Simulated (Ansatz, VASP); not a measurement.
Ti in VASP and in Ansatz

File POSCAR:

```
Ti
1.0
    2.8549694488      0.0000000000      0.0000000000
   -1.4274847244      2.4724760696      0.0000000000
    0.0000000000      0.0000000000      4.5114443071
Ti
2
Direct
    0.3333333333      0.6666666667      0.2500000000
    0.6666666667      0.3333333333      0.7500000000
```

The input INCAR.step1:

```
SYSTEM = Ti
PREC = Accurate
ENCUT = 520
ISMEAR = -1
SIGMA = 0.05
LREAL = .FALSE.
LASPH = .TRUE.
NELM = 150
ISPIN = 2
MAGMOM = 1 1
LMAXMIX = 4
NBANDS = 23
GGA = PE
ALGO = Normal
EDIFF = 1E-4
LWAVE = .TRUE.
LCHARG = .FALSE.
```

Contents of INCAR.step2:

```
SYSTEM = Ti
PREC = Accurate
ENCUT = 520
EDIFF = 1E-6
ISMEAR = -1
SIGMA = 0.05
LREAL = .FALSE.
LASPH = .TRUE.
NELM = 150
ALGO = Normal
ISIF = 2
LWAVE = .FALSE.
LCHARG = .FALSE.
ISPIN = 2
MAGMOM = 1 1
LORBIT = 11
LMAXMIX = 4
METAGGA = R2SCAN
LMIXTAU = .TRUE.
NBANDS = 23
ISTART = 1
```

File KPOINTS:

```
Automatic mesh
0
G
  20 20 11
  0 0 0
```

Input for Ansatz:

```yaml
crystal:
  lattice:
    - [2.8549694488, 0.0, 0.0]
    - [-1.4274847244, 2.4724760696, 0.0]
    - [0.0, 0.0, 4.5114443071]
  atoms:
    - { symbol: Ti, position: [0.3333333333, 0.6666666667, 0.25], spin: 1.0 }
    - { symbol: Ti, position: [0.6666666667, 0.3333333333, 0.75], spin: 1.0 }
hamiltonian:
  xc: r2scan
  pseudopotentials:
    kind: paw
    azcp:
      Ti: "pseudopotentials/Ti.paw.azcp"
basis:
  ecutwfc: 500
  fft_grid_basis: typed
kpoints:
  mp_grid: { grid: [20, 20, 11], shift: [0, 0, 0] }
magnetization:
  spin_polarized: true
scf:
  occupations: { method: fermi_dirac, width: 0.05 }
output:
  stress: true
```

Alike in both runs: task single point; functional r2SCAN; k mesh 20 × 20 × 11; occupations fermi-dirac, width 0.05 eV; collinear spin.

|  | VASP | Ansatz |
| --- | --- | --- |
| version | VASP 6.6.1 | Ansatz 0.2.0 |
| potentials or method | VASP PAW PBE potentials, release 64 (Ti_sv), cutoff 520 eV | plane waves (500 eV) with PAW, scalar-relativistic |
| valence electrons in the cell | 24 | 24 |

Ansatz gave:

| Quantity | Value |
| --- | --- |
| pressure (GPa) | 11.3 |
| net moment per atom (μB) | 0.00 |

Which values does VASP return?

Pressure (GPa): 11.7; net moment per atom (μB): 0.00.

VASP's potentials were made for PBE, not for r2SCAN. Ansatz's warnings: seeded moment not kept, stability check not made.
